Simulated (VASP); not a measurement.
Here is a VASP 6.6.1 calculation.

The input POSCAR:

```
KCl
1.0
    0.0000000000      6.3403290000      6.3403290000
    6.3403290000      0.0000000000      6.3403290000
    6.3403290000      6.3403290000      0.0000000000
K Cl
8 8
Direct
    0.0014176709     -0.0338718227      0.0252419867
   -0.0098424703      0.0130154918      0.5056880329
   -0.0118556151      0.5282958503     -0.0467545927
   -0.0033805817      0.4730681957      0.5060270532
    0.5171720584     -0.0132641382     -0.0082979921
    0.4936724104      0.0150521369      0.4843888227
    0.5074428314      0.4957164683     -0.0074254033
    0.5015244477      0.5356140036      0.4751900099
    0.2929818784      0.2394668321      0.2489806917
    0.2678775817      0.2225610059      0.7731038878
    0.2159541721      0.7504037251      0.2566637315
    0.2609751008      0.7178129084      0.7500746412
    0.7494044079      0.2421151174      0.2666979111
    0.7203636436      0.2771114086      0.7361050980
    0.7456721094      0.7836393821      0.2084345308
    0.7312692291      0.7743335559      0.7783021197
```

The input INCAR.step1:

```
SYSTEM = KCl
ALGO = Normal
EDIFF = 1E-4
ENCUT = 520
GGA = PE
ISMEAR = -1
LASPH = .TRUE.
LCHARG = .FALSE.
LREAL = Auto
LWAVE = .TRUE.
NBANDS = 78
NELM = 100
PREC = Accurate
SIGMA = 0.146
```

The input INCAR.step2:

```
SYSTEM = KCl
ALGO = Normal
EDIFF = 1E-6
ENCUT = 520
ISIF = 2
ISMEAR = -1
ISTART = 1
LASPH = .TRUE.
LCHARG = .TRUE.
LELF = .TRUE.
LMIXTAU = .TRUE.
LREAL = Auto
LVHAR = .TRUE.
LWAVE = .FALSE.
METAGGA = R2SCAN
NBANDS = 78
NELM = 100
PREC = Accurate
SIGMA = 0.146
```

File KPOINTS:

```
k-points
0
G
  2 2 2
  0 0 0
```

Potentials or basis: VASP PAW PBE potentials, release 64 (K_sv, Cl).

Launch:

```sh
$ cat potpaw_PBE.64/K_sv/POTCAR potpaw_PBE.64/Cl/POTCAR > POTCAR
$ cp INCAR.step1 INCAR
$ mpirun -np 1 vasp_std > vasp.out
$ cp INCAR.step2 INCAR
$ mpirun -np 1 vasp_std > vasp.out
```

(1) What does it give for the largest force?

(2) What does it give for the pressure?

(3) What does it give for the band gap on the k mesh?

Results:

(1) 1.406 eV/Å.

(2) 0.8 GPa.

(3) 5.52 eV.

Caveat: the k points lie up to 0.43 Å⁻¹ apart; the atoms stand as in a frame of molecular dynamics; the PAW data sets were made with another functional, which shifts forces and pressure a little.
